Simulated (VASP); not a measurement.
# Hf (Im-3m) in VASP: notebook

Hf is run at these levels: r2SCAN+rVV10, r2SCAN, pbe exchange, lyp correlation; tasks: single point.

Program: VASP 6.6.1. These are calculated values, not measurements. Logs are shortened: lines on timing, memory, paths and dates and some standing lists are left out, and cuts for length are marked.

## Step 1: The cell of the first run

It takes space group Im-3m (No. 229, cubic). Conventional cell: a = 3.610 Å, b = 3.610 Å, c = 3.610 Å, α = 90.00°, β = 90.00°, γ = 90.00°. Within 4.1 Å of Hf (site symmetry m-3m) lie 14 Hf at 3.13 to 3.61 Å.

This isn't the form of Hf at room conditions, which is hcp.

## Step 2: Single point, r2SCAN+rVV10

File POSCAR:

```
Hf
1.0
   -1.8050000000      1.8050000000      1.8050000000
    1.8050000000     -1.8050000000      1.8050000000
    1.8050000000      1.8050000000     -1.8050000000
Hf
1
Direct
    0.0000000000      0.0000000000      0.0000000000
```

File INCAR.step1:

```
ALGO = Normal ; EDIFF = 1E-5
ENCUT = 550 ; GGA = PE
GGA_COMPAT = False ; ISMEAR = -5
LASPH = True ; LCHARG = False
LREAL = False ; LWAVE = True
NBANDS = 11 ; NELM = 120
PREC = Accurate ; SIGMA = 0.05
```

File INCAR.step2:

```
ALGO = Normal ; BPARAM = 11.95
CPARAM = 0.0093 ; EDIFF = 1E-6
ENCUT = 550 ; GGA_COMPAT = False
ISIF = 2 ; ISMEAR = -5
ISTART = 1 ; IVDW_NL = 2
LASPH = True ; LCHARG = False
LMIXTAU = True ; LREAL = False
LUSE_VDW = True ; LWAVE = False
METAGGA = R2SCAN ; NBANDS = 11
NELM = 120 ; PREC = Accurate
SIGMA = 0.05
```

File KPOINTS:

```
k-points
0
Gamma
  10 10 10
```

Potentials or basis: VASP PAW PBE potentials, release 64 (Hf_pv).

Launch:

```
> cat potpaw_PBE.64/Hf_pv/POTCAR > POTCAR
> cp INCAR.step1 INCAR
> mpirun -np 1 vasp_std > vasp.out
> cp INCAR.step2 INCAR
> mpirun -np 1 vasp_std > vasp.out
```

OUTCAR:

```text
BPARAM = 11.95
   EDIFF = 1E-6
   ENCUT = 550
   ISIF = 2
   ISMEAR = -5
   ISTART = 1
   IVDW_NL = 2
   LASPH = True
   LREAL = False
   METAGGA = R2SCAN
   NELM = 120
   PREC = Accurate

 ion  position               nearest neighbor table
   1  0.000  0.000  0.000-

  LATTYP: Found a body centered cubic cell.
 ALAT       =     3.6100000000

  Lattice vectors:

 A1 = (  -1.8050000000,   1.8050000000,   1.8050000000)
 A2 = (   1.8050000000,  -1.8050000000,   1.8050000000)
 A3 = (   1.8050000000,   1.8050000000,  -1.8050000000)

Analysis of symmetry for initial positions (statically):
=====================================================================
 Subroutine PRICEL returns:
 Original cell was already a primitive cell.

 Routine SETGRP: Setting up the symmetry group for a
 body centered cubic supercell.

 Subroutine GETGRP returns: Found 48 space group operations
 (whereof 48 operations were pure point group operations)
 out of a pool of 48 trial point group operations.

The static configuration has the point symmetry O_h .

Analysis of symmetry for dynamics (positions and initial velocities):
=====================================================================
 Subroutine PRICEL returns:
 Original cell was already a primitive cell.

 Routine SETGRP: Setting up the symmetry group for a
 body centered cubic supercell.

 Subroutine GETGRP returns: Found 48 space group operations
 (whereof 48 operations were pure point group operations)
 out of a pool of 48 trial point group operations.

The dynamic configuration has the point symmetry O_h .

 Subroutine INISYM returns: Found 48 space group operations
 (whereof 48 operations are pure point group operations),
 and found     1 'primitive' translations

----------------------------------------------------------------------------------------

                                     Primitive cell

  volume of cell :      23.5229

  direct lattice vectors                    reciprocal lattice vectors
    -1.805000000  1.805000000  1.805000000     0.000000000  0.277008310  0.277008310
     1.805000000 -1.805000000  1.805000000     0.277008310  0.000000000  0.277008310
     1.805000000  1.805000000 -1.805000000     0.277008310  0.277008310  0.000000000

  length of vectors
     3.126351708  3.126351708  3.126351708     0.391748909  0.391748909  0.391748909

  position of ions in fractional coordinates (direct lattice)
     0.000000000  0.000000000  0.000000000

  ion indices of the primitive-cell ions
   primitive index   ion index
                 1           1

----------------------------------------------------------------------------------------

 KPOINTS: k-points

Automatic generation of k-mesh.
 Grid dimensions read from file:
 generate k-points for:   10   10   10

 Generating k-lattice:

  Cartesian coordinates                     Fractional coordinates (reciprocal lattice)
     0.000000000  0.027700831  0.027700831     0.100000000  0.000000000  0.000000000
     0.027700831  0.000000000  0.027700831     0.000000000  0.100000000  0.000000000
     0.027700831  0.027700831  0.000000000     0.000000000  0.000000000  0.100000000

  Length of vectors
     0.039174891  0.039174891  0.039174891

  Shift w.r.t. Gamma in fractional coordinates (k-lattice)
     0.000000000  0.000000000  0.000000000

 TETIRR: Found   1064 inequivalent tetrahedra from     6000

 Subroutine IBZKPT returns following result:
 ===========================================

 Found     47 irreducible k-points:

 Following reciprocal coordinates:
            Coordinates               Weight
  0.000000  0.000000  0.000000      1.000000
  0.100000  0.000000  0.000000     12.000000
  0.200000  0.000000  0.000000     12.000000
  0.300000  0.000000  0.000000     12.000000
  0.400000  0.000000  0.000000     12.000000
  0.500000  0.000000  0.000000      6.000000
[... 16 lines left out ...]
  0.300000  0.300000  0.100000      8.000000
 -0.300000  0.300000  0.100000     24.000000
 [... further k-points ...]
   k-points           NKPTS =     47   k-points in BZ     NKDIM =     47   number of bands    NBANDS=     11
   number of dos      NEDOS =    301   number of ions     NIONS =      1
   total plane-waves  NPLWV =  13824
   dimension x,y,z NGX =    24 NGY =   24 NGZ =   24
   dimension x,y,z NGXF=    48 NGYF=   48 NGZF=   48
   ions per type =               1
   NGX,Y,Z   is equivalent  to a cutoff of  12.76, 12.76, 12.76 a.u.
   NGXF,Y,Z  is equivalent  to a cutoff of  25.52, 25.52, 25.52 a.u.
 SYSTEM =  unknown system
   PREC   = accura    normal or accurate (medium, high low for compatibility)
   ISTART =      1    job   : 0-new  1-cont  2-samecut
   ICHARG =      0    charge: 1-file 2-atom 10-const
   ISPIN  =      1    spin polarized calculation?
   LNONCOLLINEAR =      F non collinear calculations
   LSORBIT =      F    spin-orbit coupling
   LASPH  =      T    aspherical Exc in radial PAW
   ENCUT  =  550.0 eV  40.42 Ry    6.36 a.u.   5.98  5.98  5.98*2*pi/ulx,y,z
   NELM   =    120;   NELMIN=  2; NELMDL=  0     # of ELM steps
   EDIFF  = 0.1E-05   stopping-criterion for ELM
   LREAL  =      F    real-space projection
   EDIFFG = 0.1E-04   stopping-criterion for IOM
   NSW    =      0    number of steps for IOM
   IBRION =     -1    ionic relax: 0-MD 1-quasi-New 2-CG
   NFREE  =      0    steps in history (QN), initial steepest desc. (CG)
   ISIF   =      2    stress and relaxation
   ISYM   =      2    0-nonsym 1-usesym 2-fastsym
   POTIM  = 0.5000    time-step for ionic-motion
   TEBEG  =    0.0;   TEEND  =   0.0 temperature during run
   PSTRESS=    0.0 pullay stress
   NELECT =      10.0000    total number of electrons
   NUPDOWN=      -1.0000    fix difference up-down
   EMIN   =  10.00;   EMAX   =-10.00  energy-range for DOS
   EFERMI =   0.00;   METHOD = LEGACY
   ISMEAR =    -5;   SIGMA  =   0.05  broadening in eV -4-tet -1-fermi 0-gaus
   EFERMI_NEDOS =   21; number of points for ismear=-14 and -15
   IALGO  =     38    algorithm
   IMIX   =      4    mixing-type and parameters
     AMIX     =   0.40;   BMIX     =  1.00
     AMIX_MAG =   1.60;   BMIX_MAG =  1.00
  volume/ion in A,a.u.               =      23.52       158.74
  Fermi-wavevector in a.u.,A,eV,Ry     =   1.230961  2.326179 20.616432  1.515265
  Thomas-Fermi vector in A             =   2.365789
   LORBIT       =      0    0 simple, 1 ext, 2 COOP (PROOUT), +10 PAW based schemes
   METAGGA = R2SCAN    functional components
   LHFCALC =     F    Hartree Fock is set to
   AEXX    =    0.0000 exact exchange contribution
   IVDW_NL    =     2    kernel type
   BPARAM     =11.9500
   IVDW    =     0    specifies the selected vdW correction
   LEPSILON=     F    determine dielectric tensor
   LRPA    =     F    only Hartree local field effects (RPA)
 non-spin polarized calculation
 Fermi weights with tetrahedron method with Bloechl corrections
  energy-cutoff  :      550.00
  volume of cell :       23.52
 maximum number of plane-waves:       703
   NGX = 11   NGY = 11   NGZ = 11

 number of electron      10.0000001 magnetization

 Free energy of the ion-electron system (eV)
  ---------------------------------------------------
  ext. energy  EPLUGINS =         0.00000000
  ---------------------------------------------------
  free energy    TOTEN  =       -44.73201614 eV

  energy without entropy =      -44.73201614  energy(sigma->0) =      -44.73201614

 E-fermi :   4.1317     XC(G=0): -11.9374

 val. band max:        4.1554665661   @ k =   0.5000   0.5000   0.1000
 cond. band min:       4.1124751040   @ k =   0.3000   0.2000  -0.0000
 fundamental gap:     -0.0429914622
 Fermi energy:         4.1316867698

 k-point     1 :       0.0000    0.0000    0.0000
  band No.  band energies     occupation
      1     -27.0593      2.00000
      2     -27.0593      2.00000
      3     -27.0593      2.00000
      4      -3.1203      2.00000
      5       5.8380      0.00000
      6       5.8381      0.00000
      7       5.8381      0.00000
      8       8.5171      0.00000
      9       8.5171      0.00000
     10      16.0611      0.00000
     11      17.8067      0.00000

 k-point     2 :       0.1000    0.0000    0.0000
  band No.  band energies     occupation
      1     -27.1310      2.00000
      2     -27.0816      2.00000
      3     -27.0595      2.00000
      4      -2.7621      2.00000
      5       5.5861      0.00000
      6       5.7082      0.00000
      7       6.1866      0.00000
      8       8.1672      0.00000
      9       8.5157      0.00000
     10      16.0610      0.00000
     11      18.1149      0.00000

 k-point     3 :       0.2000    0.0000    0.0000
  band No.  band energies     occupation
      1     -27.3146      2.00000
      2     -27.1396      2.00000
      3     -27.0603      2.00000
      4      -1.7763      2.00000
      5       5.0037     -0.00572
      6       5.1278     -0.00105
      7       7.2008      0.00000
      8       7.9319      0.00000
      9       8.5745      0.00000
     10      16.0608      0.00000
     11      18.2577      0.00000

 k-point     4 :       0.3000    0.0000    0.0000
  band No.  band energies     occupation
      1     -27.5334      2.00000
      2     -27.2103      2.00000
      3     -27.0613      2.00000
      4      -0.4737      2.00000
      5       4.3939     -0.07076
      6       4.4481     -0.01969
      7       8.1938      0.00000
      8       8.7695      0.00000
      9       8.7876      0.00000
     10      16.0596      0.00000
     11      16.9283      0.00000
[... 239 lines left out ...]
 k-point    22 :      -0.2000    0.2000    0.1000
  band No.  band energies     occupation
      1     -27.3152      2.00000
      2     -27.1632      2.00000
      3     -27.1159      2.00000
      4      -1.4501      2.00000
      5       5.2214     -0.03347
      6       5.2736      0.00000
      7       6.8188      0.00000
      8       7.0859      0.00000
      9       9.1921      0.00000
     10      16.0607      0.00000
     11      18.4813      0.00000

 k-point    23 :       0.3000    0.3000    0.1000
  band No.  band energies     occupation
      1     -27.5080      2.00000
      2     -27.5080      2.00000
      3     -27.2096      2.00000
      4       2.7997      2.00000
      5       3.5297      2.00000
      6       3.5297      2.00705
      7       9.2474      0.00000
      8       9.2474      0.00000
      9      10.8029      0.00000
     10      14.7022      0.00000
     11      14.7022      0.00000

 k-point    24 :      -0.3000    0.3000    0.1000
  band No.  band energies     occupation
      1     -27.5233      2.00000
      2     -27.2351      2.00000
      3     -27.1143      2.00000
      4      -0.1681      2.00000
      5       4.3589      0.25663
      6       4.7096     -0.00327
      7       7.2049      0.00000
      8       8.6485      0.00000
      9       9.2945      0.00000
     10      16.0574      0.00000
     11      16.4179      0.00000

 [... further k-points ...]

------------------------ aborting loop because EDIFF is reached ----------------------------------------

  FORCE on cell =-STRESS in cart. coord.  units (eV):
  Direction    XX          YY          ZZ          XY          YZ          ZX
  --------------------------------------------------------------------------------------
  -------------------------------------------------------------------------------------
  Total       -0.9697186     -0.9697186     -0.9697186     -0.0000000      0.0000000      0.0000000
  in kB      -66.0487674    -66.0487674    -66.0487674     -0.0000000      0.0000000      0.0000000
  external PRESSURE =     -66.0487674 kB  Pullay stress =       0.0000000 kB

 VOLUME and BASIS-vectors are now :
 -----------------------------------------------------------------------------
  energy-cutoff  :      550.00
  volume of cell :       23.52
      direct lattice vectors                 reciprocal lattice vectors
    -1.805000000  1.805000000  1.805000000     0.000000000  0.277008310  0.277008310
     1.805000000 -1.805000000  1.805000000     0.277008310  0.000000000  0.277008310
     1.805000000  1.805000000 -1.805000000     0.277008310  0.277008310  0.000000000

 POSITION                                       TOTAL-FORCE (eV/Angst)
 -----------------------------------------------------------------------------------
      0.00000      0.00000      0.00000        -0.000000     -0.000000     -0.000000
 -----------------------------------------------------------------------------------
    total drift:                                0.000000     -0.000000     -0.000000

  FREE ENERGIE OF THE ION-ELECTRON SYSTEM (eV)
  ---------------------------------------------------
  free  energy   TOTEN  =       -44.7320161447 eV

  energy  without entropy=      -44.7320161447  energy(sigma->0) =      -44.73201614
```

Run time: 28 s. Hardware: 1 thread of Intel Xeon 6975P-C (Granite Rapids), shared host; peak memory 0.22 GiB.

Results:

| Quantity | Value |
| --- | --- |
| Free energy | -44.7320 eV |
| Pressure | -6.6 GPa |
| Band gap on the k mesh | zero (bands 5 and 6 overlap by 2.45 eV) |

Caveat: the cell stands under tension; the PAW data sets were made with another functional, which shifts forces and pressure a little; spin-orbit coupling is left out, which moves the levels of the heavy elements; tetrahedron occupations give inexact forces and stress in metals.

## Step 3: Single point, r2SCAN (23.99 Å³/atom)

This run uses another cell than the first one, of 23.99 Å³/atom.

File POSCAR:

```
Hf
1.0
   -1.8169539908      1.8169539908      1.8169539908
    1.8169539908     -1.8169539908      1.8169539908
    1.8169539908      1.8169539908     -1.8169539908
Hf
1
Direct
    0.0000000000      0.0000000000      0.0000000000
```

File INCAR.step1:

```
PREC = Accurate
ENCUT = 550
ISMEAR = -1
SIGMA = 0.05
LREAL = False
LASPH = True
NELM = 120
NBANDS = 11
GGA = PE
ALGO = Normal
EDIFF = 1E-5
LWAVE = True
LCHARG = False
GGA_COMPAT = False
```

File INCAR.step2:

```
PREC = Accurate
ENCUT = 550
EDIFF = 1E-6
ISMEAR = -1
SIGMA = 0.05
LREAL = False
LASPH = True
NELM = 120
ALGO = Normal
ISIF = 2
LWAVE = False
LCHARG = False
METAGGA = R2SCAN
LMIXTAU = True
NBANDS = 11
ISTART = 1
GGA_COMPAT = False
```

File KPOINTS:

```
Automatic mesh
0
Gamma
  10 10 10
```

Potentials or basis: VASP PAW PBE potentials, release 64 (Hf_pv).

Launch:

```
> cat potpaw_PBE.64/Hf_pv/POTCAR > POTCAR
> cp INCAR.step1 INCAR
> mpirun -np 1 vasp_std > vasp.out
> cp INCAR.step2 INCAR
> mpirun -np 1 vasp_std > vasp.out
```

It took 38 s on 1 thread of Intel Xeon Platinum 8488C (Sapphire Rapids), shared host; peak memory 0.15 GiB.

Results (log left out):

```yaml
Free_energy: -44.9043 eV
Pressure: -7.6 GPa
Band_gap_on_the_k_mesh: zero (bands 5 and 6 overlap by 2.41 eV)
```

Levels at points of the mesh, in eV from the Fermi level:
```csv
k point,band 3,band 4,band 5,band 6,band 7,band 8
"(0.00, 0.00, 0.00)",-31.28,-7.16,1.70,1.70,1.70,4.32
"(0.50, 0.00, 0.00)",-31.28,-3.26,-0.28,0.61,4.16,5.08
"(0.50, 0.50, 0.50)",-31.74,-2.40,-2.40,6.57,6.57,6.57
```

Caveat: the cell stands under tension; the PAW data sets were made with another functional, which shifts forces and pressure a little; spin-orbit coupling is left out, which moves the levels of the heavy elements.

## Step 4: Single point, pbe exchange, lyp correlation

File INCAR:

```
ALGO = Normal
EDIFF = 1E-6
ENCUT = 500
GGA = LIBXC
GGA_COMPAT = F
ISIF = 2
ISMEAR = -1
LASPH = T
LCHARG = T
LELF = T
LIBXC1 = GGA_X_PBE
LIBXC2 = GGA_C_LYP
LREAL = F
LVHAR = T
LWAVE = F
NBANDS = 11
NELM = 120
PREC = Accurate
SIGMA = 0.15
```

File KPOINTS:

```
k-points
0
Gamma
  10 10 10
```

File POSCAR:

```
Hf
1.0
   -1.8050000000      1.8050000000      1.8050000000
    1.8050000000     -1.8050000000      1.8050000000
    1.8050000000      1.8050000000     -1.8050000000
Hf
1
Direct
    0.0000000000      0.0000000000      0.0000000000
```

Launch:

```
> cat potpaw_PBE.64/Hf_pv/POTCAR > POTCAR
> mpirun -np 1 vasp_std > vasp.out
```

Run time: 10 s. Hardware: 1 thread of AMD EPYC 7R43 (Zen 3), shared host; peak memory 0.11 GiB.

It converged, with:

```
Free energy            : -8.6453 eV
Pressure               : -1.7 GPa
Band gap on the k mesh : zero (bands 5 and 6 overlap by 2.10 eV)
```

Levels at points of the mesh, in eV from the Fermi level:
| k point | band 2 | band 3 | band 4 | band 5 | band 6 | band 7 | band 8 | band 9 |
| --- | --- | --- | --- | --- | --- | --- | --- | --- |
| (0.00, 0.00, 0.00) | -30.07 | -30.07 | -6.80 | 1.39 | 1.39 | 1.39 | 4.01 | 4.01 |
| (0.50, 0.00, 0.00) | -30.30 | -30.08 | -3.21 | -0.47 | 1.03 | 3.80 | 4.73 | 7.00 |
| (0.50, 0.50, 0.50) | -30.56 | -30.56 | -2.37 | -2.37 | 6.25 | 6.25 | 6.25 | 6.96 |

Caveat: the PAW data sets were made with another functional, which shifts forces and pressure a little; spin-orbit coupling is left out, which moves the levels of the heavy elements.

## Step 5: The runs side by side

```csv
level,cell,cutoff (eV),smearing,gap on the mesh (eV),pressure (GPa)
r2SCAN+rVV10,"a = 3.126 Å, angles 109.5°, 1 atom",550,tetrahedron,none,-6.6
r2SCAN,"a = 3.147 Å, angles 109.5°, 1 atom",550,fermi-dirac 0.05 eV,none,-7.6
"pbe exchange, lyp correlation","a = 3.126 Å, angles 109.5°, 1 atom",500,fermi-dirac 0.15 eV,none,-1.7
```

Alike in all rows: task single point; potentials or basis VASP PAW PBE potentials, release 64 (Hf_pv); no spin polarisation; k mesh 10 × 10 × 10.

Caveats: the PAW data sets were made with another functional, which shifts forces and pressure a little; spin-orbit coupling is left out, which moves the levels of the heavy elements; the cell stands under tension (at least some runs); tetrahedron occupations give inexact forces and stress in metals (at least some runs).

Absolute energies hang on the potentials; compare differences alone.
